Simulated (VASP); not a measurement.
# Zr (R-3m) in VASP: further runs

The runs below take Zr through single point, with PBE.

Program: VASP 6.6.1. These are calculated values, not measurements. Logs are shortened: lines on timing, memory, paths and dates and some standing lists are left out, and cuts for length are marked.

**1. The cell of the first run**

Symmetry: R-3m, No. 166, trigonal system. Conventional cell: a = 4.357 Å, b = 4.357 Å, c = 10.674 Å, α = 90.00°, β = 90.00°, γ = 120.00°. Zr (site symmetry 3m) has 1 Zr at 1.87 Å within 2.5 Å.

**2. Single point, PBE (shortest bond scaled by 0.7)**

INCAR

```
SYSTEM = Zr
  PREC = Accurate
  ENCUT = 520
  EDIFF = 1E-7
  ISMEAR = -1
  SIGMA = 0.05
  LREAL = .False.
  LASPH = .True.
  NELM = 60
  ALGO = Normal
  ISIF = 2
  LWAVE = .False.
  LCHARG = .True.
  GGA = PE
  LELF = .True.
  LVHAR = .True.
  NBANDS = 19
```

KPOINTS

```
regular mesh
0
Gamma
  9 9 9
  0 0 0
```

POSCAR

```
Zr
1.0
    0.0000000000      3.0812078526      3.0812078526
    3.0812078526      0.0000000000      3.0812078526
    3.0812078526      3.0812078526      0.0000000000
Zr
2
Direct
   -0.2375000000     -0.0875000000     -0.0875000000
    0.2375000000      0.0875000000      0.0875000000
```

Potentials or basis: VASP PAW PBE potentials, release 64 (Zr_sv).

Launch:

```
$ cat potpaw_PBE.64/Zr_sv/POTCAR > POTCAR
$ mpirun -np 1 vasp_std > vasp.out
```

OUTCAR:

```text
SYSTEM = Zr
   PREC = Accurate
   ENCUT = 520
   EDIFF = 1E-7
   ISMEAR = -1
   LREAL = .False.
   LASPH = .True.
   NELM = 60
   ISIF = 2
   GGA = PE

 ion  position               nearest neighbor table
   1  0.763  0.913  0.913-   2 1.87   2 3.03   2 3.03   2 3.03
   2  0.237  0.087  0.087-   1 1.87   1 3.03   1 3.03   1 3.03

 -----------------------------------------------------------------------------
|                                                                             |
|           W    W    AA    RRRRR   N    N  II  N    N   GGGG   !!!           |
|           W    W   A  A   R    R  NN   N  II  NN   N  G    G  !!!           |
|           W    W  A    A  R    R  N N  N  II  N N  N  G       !!!           |
|           W WW W  AAAAAA  RRRRR   N  N N  II  N  N N  G  GGG   !            |
|           WW  WW  A    A  R   R   N   NN  II  N   NN  G    G                |
|           W    W  A    A  R    R  N    N  II  N    N   GGGG   !!!           |
|                                                                             |
|     The distance between some ions is very small. Please check the          |
|     nearest-neighbor list in the OUTCAR file.                               |
|     I HOPE YOU KNOW WHAT YOU ARE DOING!                                     |
|                                                                             |
 -----------------------------------------------------------------------------

  LATTYP: Found a face centered cubic cell.
 ALAT       =     6.1624157052

  Lattice vectors:

 A1 = (   0.0000000000,   3.0812078526,   3.0812078526)
 A2 = (   3.0812078526,   0.0000000000,   3.0812078526)
 A3 = (   3.0812078526,   3.0812078526,   0.0000000000)

Analysis of symmetry for initial positions (statically):
=====================================================================
 Subroutine PRICEL returns:
 Original cell was already a primitive cell.

 Routine SETGRP: Setting up the symmetry group for a
 face centered cubic supercell.

 Subroutine GETGRP returns: Found 12 space group operations
 (whereof  4 operations were pure point group operations)
 out of a pool of 48 trial point group operations.

The static configuration has the point symmetry C_2h.
 The point group associated with its full space group is D_3d.

Analysis of symmetry for dynamics (positions and initial velocities):
=====================================================================
 Subroutine PRICEL returns:
 Original cell was already a primitive cell.

 Routine SETGRP: Setting up the symmetry group for a
 face centered cubic supercell.

 Subroutine GETGRP returns: Found 12 space group operations
 (whereof  4 operations were pure point group operations)
 out of a pool of 48 trial point group operations.

The dynamic configuration has the point symmetry C_2h.
[... 106 lines left out ...]
   ISIF   =      2    stress and relaxation
   ISYM   =      2    0-nonsym 1-usesym 2-fastsym
   POTIM  = 0.5000    time-step for ionic-motion
   TEBEG  =    0.0;   TEEND  =   0.0 temperature during run
   PSTRESS=    0.0 pullay stress
   NELECT =      24.0000    total number of electrons
   NUPDOWN=      -1.0000    fix difference up-down
   EMIN   =  10.00;   EMAX   =-10.00  energy-range for DOS
   EFERMI =   0.00;   METHOD = LEGACY
   ISMEAR =    -1;   SIGMA  =   0.05  broadening in eV -4-tet -1-fermi 0-gaus
   EFERMI_NEDOS =   21; number of points for ismear=-14 and -15
   IALGO  =     38    algorithm
   IMIX   =      4    mixing-type and parameters
     AMIX     =   0.40;   BMIX     =  1.00
     AMIX_MAG =   1.60;   BMIX_MAG =  1.00
  volume/ion in A,a.u.               =      29.25       197.41
  Fermi-wavevector in a.u.,A,eV,Ry     =   1.216413  2.298687 20.131992  1.479660
  Thomas-Fermi vector in A             =   2.351767
   LORBIT       =      0    0 simple, 1 ext, 2 COOP (PROOUT), +10 PAW based schemes
   GGA     = PE    functional components
   LHFCALC =     F    Hartree Fock is set to
   AEXX    =    0.0000 exact exchange contribution
   IVDW    =     0    specifies the selected vdW correction
   LEPSILON=     F    determine dielectric tensor
   LRPA    =     F    only Hartree local field effects (RPA)
 non-spin polarized calculation
  energy-cutoff  :      520.00
  volume of cell :       58.51
 maximum number of plane-waves:      1592
   NGX = 17   NGY = 17   NGZ = 17

 number of electron      24.0000000 magnetization

 Free energy of the ion-electron system (eV)
  ---------------------------------------------------
  ext. energy  EPLUGINS =         0.00000000
  ---------------------------------------------------
  free energy    TOTEN  =        -9.28828360 eV

  energy without entropy =       -9.27168782  energy(sigma->0) =       -9.27998571

 E-fermi :   5.7663     XC(G=0):  -9.5628

 val. band max:        5.7634021045   @ k =  -0.4444   0.4444   0.0000
 cond. band min:       5.7709377189   @ k =   0.0000   0.0000   0.0000
 fundamental gap:      0.0075356143
 Fermi energy:         5.7663129567

 k-point     1 :       0.0000    0.0000    0.0000
  band No.  band energies     occupation
      1     -44.2506      2.00000
      2     -40.8403      2.00000
      3     -24.7313      2.00000
      4     -21.2218      2.00000
      5     -21.2218      2.00000
      6     -19.5920      2.00000
[... 505 lines left out ...]
      6     -19.6098      2.00000
[... 11 lines left out ...]
     18      10.6918      0.00000
     19      11.0441      0.00000

 [... further k-points ...]

------------------------ aborting loop because EDIFF is reached ----------------------------------------

  FORCE on cell =-STRESS in cart. coord.  units (eV):
  Direction    XX          YY          ZZ          XY          YZ          ZX
  --------------------------------------------------------------------------------------
  -------------------------------------------------------------------------------------
  Total       12.0362210     12.0362210     12.0362210    -14.3705412     14.3705412    -14.3705412
  in kB      329.6155949    329.6155949    329.6155949   -393.5416674    393.5416674   -393.5416674
  external PRESSURE =     329.6155949 kB  Pullay stress =       0.0000000 kB

 VOLUME and BASIS-vectors are now :
 -----------------------------------------------------------------------------
  energy-cutoff  :      520.00
  volume of cell :       58.51
      direct lattice vectors                 reciprocal lattice vectors
     0.000000000  3.081207853  3.081207853    -0.162274025  0.162274025  0.162274025
     3.081207853  0.000000000  3.081207853     0.162274025 -0.162274025  0.162274025
     3.081207853  3.081207853  0.000000000     0.162274025  0.162274025 -0.162274025

 POSITION                                       TOTAL-FORCE (eV/Angst)
 -----------------------------------------------------------------------------------
      5.62320      5.16102      5.16102       -11.862774     11.862774     11.862774
      0.53921      1.00139      1.00139        11.862774    -11.862774    -11.862774
 -----------------------------------------------------------------------------------
    total drift:                               -0.000000      0.000000     -0.000000

  FREE ENERGIE OF THE ION-ELECTRON SYSTEM (eV)
  ---------------------------------------------------
  free  energy   TOTEN  =        -9.2882835990 eV

  energy  without entropy=       -9.2716878210  energy(sigma->0) =       -9.27998571
```

stdout:

```text
POSCAR found type information on POSCAR Zr
 POSCAR found :  1 types and       2 ions
 scaLAPACK will be used
 LDA part: xc-table for (Slater+PW92), standard interpolation
 -----------------------------------------------------------------------------
|                                                                             |
|           W    W    AA    RRRRR   N    N  II  N    N   GGGG   !!!           |
|           W    W   A  A   R    R  NN   N  II  NN   N  G    G  !!!           |
|           W    W  A    A  R    R  N N  N  II  N N  N  G       !!!           |
|           W WW W  AAAAAA  RRRRR   N  N N  II  N  N N  G  GGG   !            |
|           WW  WW  A    A  R   R   N   NN  II  N   NN  G    G                |
|           W    W  A    A  R    R  N    N  II  N    N   GGGG   !!!           |
|                                                                             |
|     The distance between some ions is very small. Please check the          |
|     nearest-neighbor list in the OUTCAR file.                               |
|     I HOPE YOU KNOW WHAT YOU ARE DOING!                                     |
|                                                                             |
 -----------------------------------------------------------------------------

 POSCAR, INCAR and KPOINTS ok, starting setup
 FFT: planning ... GRIDC
 FFT: planning ... GRID_SOFT
 FFT: planning ... GRID
 WAVECAR not read
 entering main loop
```

Wall time 48 s (1 thread of Intel Xeon Platinum 8488C (Sapphire Rapids), shared host); peak memory 0.22 GiB.

What came out:

```
Free energy            : -9.2883 eV
Pressure               : 33.0 GPa
Largest force          : 20.547 eV/Å
Band gap on the k mesh : zero (band 12 reaches 6.38 eV, above the bottom of band 13 at 5.30 eV)
```

Forces in eV/Å, atoms in the order of the input:
```
Zr  -11.863  11.863  11.863
Zr   11.863 -11.863 -11.863
```

Stress tensor (GPa, compression positive):
```
 32.96 -39.35 -39.35
-39.35  32.96  39.35
-39.35  39.35  32.96
```

Levels at points of the mesh, in eV from the Fermi level:
```tsv
k point	band 8	band 9	band 10	band 11	band 12	band 13	band 14	band 15	band 16	band 17
(0.00, 0.00, 0.00)	-21.66	-3.93	-0.79	-0.79	0.00	0.00	2.10	3.20	3.20	3.39
```

Caveat: the cell differs from its parent crystal (shortest bond scaled by 0.7); forces of over 1 eV/Å act on the atoms, so gaps and moduli don't describe the material at rest.

**3. Single point, PBE (shortest bond scaled by 0.64)**

INCAR

```
PREC     = Accurate       # precision mode
ENCUT    = 520            # plane-wave cutoff, eV
EDIFF    = 1E-6           # SCF threshold, eV
ISMEAR   = -1             # smearing method
SIGMA    = 0.05           # smearing width, eV
LREAL    = False          # projectors in reciprocal space
LASPH    = True           # aspherical terms in the spheres
NELM     = 100            # most SCF steps
ALGO     = Normal         # electronic algorithm
ISIF     = 2              # what is computed and relaxed
LWAVE    = False          # write WAVECAR
LCHARG   = False          # write CHGCAR
GGA      = PE             # functional
NBANDS   = 19             # bands
```

KPOINTS

```
Automatic mesh
0
Gamma
  9 9 9
```

POSCAR

```
Zr
1.0
    0.0000000000      3.0812078526      3.0812078526
    3.0812078526      0.0000000000      3.0812078526
    3.0812078526      3.0812078526      0.0000000000
Zr
2
Direct
   -0.2600000000     -0.0800000000     -0.0800000000
    0.2600000000      0.0800000000      0.0800000000
```

Potentials or basis: VASP PAW PBE potentials, release 64 (Zr_sv).

Launch:

```
$ cat potpaw_PBE.64/Zr_sv/POTCAR > POTCAR
$ mpirun -np 1 vasp_std > vasp.out
```

Wall time 43 s (1 thread of Intel Xeon Platinum 8488C (Sapphire Rapids), shared host); peak memory 0.22 GiB.

It converged, with:

```yaml
Free_energy: -4.2179 eV
Pressure: 67.4 GPa
Largest_force: 45.611 eV/Å
Band_gap_on_the_k_mesh: zero (band 12 reaches 6.08 eV, above the bottom of band 13 at 5.20 eV)
```

Forces on the atoms (eV/Å):
```
Zr  -26.334  26.334  26.334
Zr   26.334 -26.334 -26.334
```

Stress tensor (GPa, compression positive):
```
 67.37 -73.55 -73.55
-73.55  67.37  73.55
-73.55  73.55  67.37
```

Levels at points of the mesh, in eV from the Fermi level:
| k point | band 8 | band 9 | band 10 | band 11 | band 12 | band 13 | band 14 | band 15 | band 16 | band 17 |
| --- | --- | --- | --- | --- | --- | --- | --- | --- | --- | --- |
| (0.00, 0.00, 0.00) | -19.14 | -3.87 | -0.66 | -0.66 | -0.01 | -0.01 | 2.18 | 3.88 | 3.88 | 4.33 |

Caveat: the cell differs from its parent crystal (shortest bond scaled by 0.64); forces of over 1 eV/Å act on the atoms, so gaps and moduli don't describe the material at rest.
